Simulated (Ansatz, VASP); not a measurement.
## SrO in VASP and in Ansatz

```
Sr O
1.0
     0.00000    2.56151    2.56151
     2.56151    0.00000    2.56151
     2.56151    2.56151    0.00000
Sr O
1 1
Direct
  0.50000 0.50000 0.50000
  0.00000 0.00000 0.00000
```

Alike in both runs: functional PBEsol; k mesh 10 × 10 × 10; occupations fermi-dirac, width 0.02 eV; no spin polarisation.

Ansatz relaxed the structure, and its values are those at the end. VASP's run is a single point on that final structure, the one shown.

|  | VASP | Ansatz |
| --- | --- | --- |
| version | VASP 6.6.1 | Ansatz 0.2.0 |
| potentials or method | VASP PAW PBE potentials, release 64 (Sr_sv, O), cutoff 520 eV | PAW plane waves |
| valence electrons in the cell | 16 | 16 |

|  | VASP | Ansatz | Ansatz less VASP |
| --- | --- | --- | --- |
| gap on the k mesh at the Fermi level (eV) | 3.15 | 3.20 | +0.050 |
| pressure (GPa) | 0.6 | 0.0 | -0.63 |

VASP's potentials were made for PBE, not for PBEsol, and Ansatz warns of the same on its side.
